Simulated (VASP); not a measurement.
Pt3PbC, 5 atoms in the cell. The structure is cubic, space group Pm-3m (No. 221). The conventional cell has a = 4.424 Å, b = 4.424 Å, c = 4.424 Å, α = 90.00°, β = 90.00°, γ = 90.00°. Pt (site symmetry 4/mmm) has 2 C at 2.21 Å within 2.9 Å. Within 4.1 Å of Pb (site symmetry m-3m) lie 12 Pt at 3.13 Å and 8 C at 3.83 Å. C (site symmetry m-3m) has 6 Pt at 2.21 Å within 2.9 Å. 

```yaml
Program: VASP 6.6.1
Task: single point
Functional: r2SCAN
Potentials_or_basis: VASP PAW PBE potentials, release 64 (Pt, Pb_d, C)
Cutoff: 520 eV
k_mesh: 5 × 5 × 5
Occupations: gaussian, width 0.15 eV
Spin: no spin polarisation
Dipole_correction: no
Further_INCAR_settings: ALGO = Normal; EDIFF = 1e-06; NBANDS = 32
```

Potentials or basis: VASP PAW PBE potentials, release 64 (Pt, Pb_d, C).

Command:

```bash
$ cat potpaw_PBE.64/Pt/POTCAR potpaw_PBE.64/Pb_d/POTCAR potpaw_PBE.64/C/POTCAR > POTCAR
$ cp INCAR.step1 INCAR
$ mpirun -np 1 vasp_std > vasp.out
$ cp INCAR.step2 INCAR
$ mpirun -np 1 vasp_std > vasp.out
```

Hardware: 1 thread of Intel(R) Xeon(R) Platinum 8259CL CPU @ 2.50GHz (Skylake/Cascade Lake), on a shared host.

Estimate the wall time of this run.

It took 100 s on 1 thread of Intel(R) Xeon(R) Platinum 8259CL CPU @ 2.50GHz (Skylake/Cascade Lake), on a shared host, peak memory 0.22 GiB. Counts: k points 10.
